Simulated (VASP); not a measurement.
# TiO2 (C2/m) in VASP: a series of runs, part 2 of 2

VASP 6.6.1. Earlier steps stand in the parts before.

### 4 Single point, PBE exchange alone

This run uses another cell than the first one, of 11.74 Å³/atom.

The input, INCAR:

```
SYSTEM = TiO2
PREC = Accurate
ENCUT = 520
EDIFF = 1E-6
ISMEAR = -1
SIGMA = 0.05
LREAL = .False.
LASPH = .True.
NELM = 100
ALGO = Normal
ISIF = 2
LWAVE = .False.
LCHARG = .False.
GGA = PE
ALDAC = 0.0
AGGAC = 0.0
NBANDS = 60
```

The input, KPOINTS:

```
regular mesh
0
Gamma
  8 8 4
  0 0 0
```

The input, POSCAR:

```
TiO2
1.0
    6.0704105496     -1.8580131025      0.0000000000
    6.0704105496      1.8580131025      0.0000000000
   -1.9022644521      0.0000000000      6.2434298064
Ti O
4 8
Direct
    0.9000710000      0.9000710000      0.2896020000
    0.1952860000      0.1952860000      0.2837620000
    0.0999290000      0.0999290000      0.7103980000
    0.8047140000      0.8047140000      0.7162380000
    0.3619310000      0.3619310000      0.2933970000
    0.2634885000      0.2634885000      0.6525000000
    0.8671885000      0.8671885000      0.9952910000
    0.7365115000      0.7365115000      0.3475000000
    0.9416475000      0.9416475000      0.6300210000
    0.1328115000      0.1328115000      0.0047090000
    0.6380690000      0.6380690000      0.7066030000
    0.0583525000      0.0583525000      0.3699790000
```

On the command line:

```
cat potpaw_PBE.64/Ti_sv/POTCAR potpaw_PBE.64/O/POTCAR > POTCAR
mpirun -np 1 vasp_std > vasp.out
```

Wall time 21 min (1 thread of Oxide Virtual Turin-like, shared host); peak memory 0.61 GiB.

It converged, with:

| Quantity | Value |
| --- | --- |
| Free energy | -93.8490 eV |
| Pressure | 24.8 GPa |
| Largest force | 0.479 eV/Å |
| Band gap on the k mesh | 2.91 eV (least direct gap 3.09 eV) |

Forces on the atoms (eV/Å):
```
Ti  -0.052  0.000  0.051
Ti  -0.188  0.000  0.294
Ti   0.052  0.000 -0.051
Ti   0.188  0.000 -0.294
O    0.448  0.000 -0.027
O    0.358  0.000  0.045
O    0.362  0.000  0.314
O   -0.358  0.000 -0.045
O   -0.236  0.000  0.106
O   -0.362  0.000 -0.314
O   -0.448  0.000  0.027
O    0.236  0.000 -0.106
```

Stress tensor (GPa, compression positive):
```
24.75  0.00  0.18
 0.00 23.72  0.00
 0.18  0.00 25.84
```

Levels at points of the mesh, in eV from the valence-band top:
| k point | band 44 | band 45 | band 46 | band 47 | band 48 | band 49 | band 50 | band 51 | band 52 | band 53 |
| --- | --- | --- | --- | --- | --- | --- | --- | --- | --- | --- |
| (0.00, 0.00, 0.00) | -0.81 | -0.76 | -0.72 | -0.33 | -0.19 | 2.91 | 3.27 | 3.51 | 3.52 | 3.56 |
| (0.50, 0.00, 0.00) | -1.00 | -0.87 | -0.45 | -0.21 | -0.12 | 3.30 | 3.35 | 3.80 | 3.86 | 4.12 |
| (0.50, 0.50, 0.00) | -0.93 | -0.88 | -0.59 | -0.38 | -0.12 | 3.05 | 3.10 | 3.62 | 3.70 | 3.71 |
| (0.00, 0.00, 0.50) | -0.73 | -0.70 | -0.60 | -0.60 | -0.42 | 3.03 | 3.29 | 3.48 | 3.59 | 3.59 |
| (0.50, 0.00, 0.50) | -0.81 | -0.66 | -0.50 | -0.10 | -0.01 | 3.34 | 3.40 | 3.64 | 3.87 | 4.01 |
| (0.50, 0.50, 0.50) | -1.11 | -0.86 | -0.36 | -0.23 | -0.19 | 3.18 | 3.29 | 3.43 | 3.59 | 3.62 |

Caveat: the cell stands under pressure.

### 5 Single point, PBE exchange alone

This run uses another cell than the first one, of 12.47 Å³/atom.

The input, INCAR:

```
SYSTEM = TiO2
AGGAC    = 0.0          
ALDAC    = 0.0          
ALGO     = Normal         ! electronic algorithm
EDIFF    = 1E-6           ! SCF threshold, eV
ENCUT    = 520            ! plane-wave cutoff, eV
GGA      = PE             ! functional
ISIF     = 2              ! what is computed and relaxed
ISMEAR   = -1             ! smearing method
LASPH    = .TRUE.         ! aspherical terms in the spheres
LCHARG   = .FALSE.        ! write CHGCAR
LREAL    = .FALSE.        ! projectors in reciprocal space
LWAVE    = .FALSE.        ! write WAVECAR
NBANDS   = 60             ! bands
NELM     = 100            ! most SCF steps
PREC     = Accurate       ! precision mode
SIGMA    = 0.05           ! smearing width, eV
```

The input, KPOINTS:

```
k-points
0
G
  8 8 4
  0 0 0
```

POSCAR: that of step 4 with these lines changed.

```diff
@@ -2,5 +2,5 @@
 1.0
-    6.0704105496     -1.8580131025      0.0000000000
-    6.0704105496      1.8580131025      0.0000000000
-   -1.9022644521      0.0000000000      6.2434298064
+    6.1943305476     -1.8959421648      0.0000000000
+    6.1943305476      1.8959421648      0.0000000000
+   -1.9410968515      0.0000000000      6.3708817807
 Ti O
```

On the command line:

```
cat potpaw_PBE.64/Ti_sv/POTCAR potpaw_PBE.64/O/POTCAR > POTCAR
mpirun -np 1 vasp_std > vasp.out
```

Run time: 28 min. Hardware: 1 thread of Oxide Virtual Turin-like, shared host; peak memory 0.62 GiB.

It converged, with:

```
Free energy            : -94.8213 eV
Pressure               : 10.8 GPa
Largest force          : 0.235 eV/Å
Band gap on the k mesh : 2.69 eV (least direct gap 2.86 eV)
```

Forces on the atoms (eV/Å):
```
Ti   0.118  0.000 -0.120
Ti  -0.196  0.000 -0.129
Ti  -0.118  0.000  0.120
Ti   0.196  0.000  0.129
O    0.197  0.000 -0.038
O    0.179  0.000  0.106
O    0.124  0.000  0.058
O   -0.179  0.000 -0.106
O   -0.058  0.000  0.125
O   -0.124  0.000 -0.058
O   -0.197  0.000  0.038
O    0.058  0.000 -0.125
```

Stress tensor (GPa, compression positive):
```
10.94  0.00 -0.09
 0.00 10.32  0.00
-0.09  0.00 11.27
```

Levels at points of the mesh, in eV from the valence-band top:
| k point | band 44 | band 45 | band 46 | band 47 | band 48 | band 49 | band 50 | band 51 | band 52 | band 53 |
| --- | --- | --- | --- | --- | --- | --- | --- | --- | --- | --- |
| (0.00, 0.00, 0.00) | -0.86 | -0.73 | -0.73 | -0.35 | -0.17 | 2.69 | 3.01 | 3.23 | 3.24 | 3.28 |
| (0.50, 0.00, 0.00) | -0.98 | -0.83 | -0.46 | -0.20 | -0.12 | 3.04 | 3.09 | 3.49 | 3.54 | 3.79 |
| (0.50, 0.50, 0.00) | -0.88 | -0.85 | -0.62 | -0.37 | -0.11 | 2.82 | 2.87 | 3.34 | 3.41 | 3.41 |
| (0.00, 0.00, 0.50) | -0.73 | -0.67 | -0.65 | -0.57 | -0.42 | 2.80 | 3.04 | 3.20 | 3.29 | 3.30 |
| (0.50, 0.00, 0.50) | -0.77 | -0.66 | -0.51 | -0.09 | -0.01 | 3.08 | 3.13 | 3.35 | 3.55 | 3.69 |
| (0.50, 0.50, 0.50) | -1.05 | -0.82 | -0.41 | -0.21 | -0.20 | 2.94 | 3.03 | 3.17 | 3.31 | 3.32 |

Caveat: the cell stands under pressure. A k mesh can miss the band edges.

### 6 Summary

| level | cell | gap on the mesh (eV) | pressure (GPa) | largest force (eV/Å) |
| --- | --- | --- | --- | --- |
| RPBE+D4 | a = 6.377, b = 6.377, c = 6.605 Å, angles 106.2, 106.2, 34.0°, 12 atoms, atomic positions A | 2.81 | 0.5 | 0.05 |
| RPBE | a = 6.454, b = 6.454, c = 6.701 Å, angles 106.2, 106.2, 34.0°, 12 atoms, atomic positions B | 2.71 | 0.5 | 0.06 |
| PBE exchange alone | a = 6.348, b = 6.348, c = 6.527 Å, angles 106.2, 106.2, 34.0°, 12 atoms, atomic positions C | 2.91 | 24.8 | 0.48 |
| PBE exchange alone | a = 6.478, b = 6.478, c = 6.660 Å, angles 106.2, 106.2, 34.0°, 12 atoms, atomic positions C | 2.69 | 10.8 | 0.23 |

Alike in all rows: task single point; potentials or basis VASP PAW PBE potentials, release 64 (Ti_sv, O); no spin polarisation; k mesh 8 × 8 × 4; cutoff (eV) 520; smearing fermi-dirac 0.05 eV.

Caveats: the PAW data sets were made with another functional, which shifts forces and pressure a little (at least some runs); the cell stands under pressure (at least some runs).

Absolute energies hang on the potentials; compare differences alone.
